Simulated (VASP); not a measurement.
A run of VASP 6.6.1:

Contents of INCAR:

```
PREC = Accurate
ENCUT = 520
EDIFF = 1E-6
ISMEAR = 0
SIGMA = 0.01
LREAL = F
LASPH = T
NELM = 60
ALGO = Normal
ISIF = 2
LWAVE = F
LCHARG = F
GGA = PE
IVDW = 12
NBANDS = 18
```

The input KPOINTS:

```
regular mesh
0
Gamma
  6 6 6
```

POSCAR

```
HfO2
1.0
    0.0000000000      2.6158343289      2.6158343289
    2.6158343289      0.0000000000      2.6158343289
    2.6158343289      2.6158343289      0.0000000000
Hf O
1 2
Direct
    0.0000000000      0.0000000000      0.0000000000
    0.2500000000      0.2500000000      0.2500000000
    0.7500000000      0.7500000000      0.7500000000
```

Potentials or basis: VASP PAW PBE potentials, release 64 (Hf_pv, O).

The run is started by

```console
$ cat potpaw_PBE.64/Hf_pv/POTCAR potpaw_PBE.64/O/POTCAR > POTCAR
$ mpirun -np 1 vasp_std > vasp.out
```

Hardware: 1 thread of Intel Xeon 8259CL, on a shared host.

Question: How long does it take, and how much memory?

Answer: Wall time 21 s on 1 thread of Intel Xeon 8259CL (shared host), peak memory 0.17 GiB. Counts: scf iterations 13, k points 16.
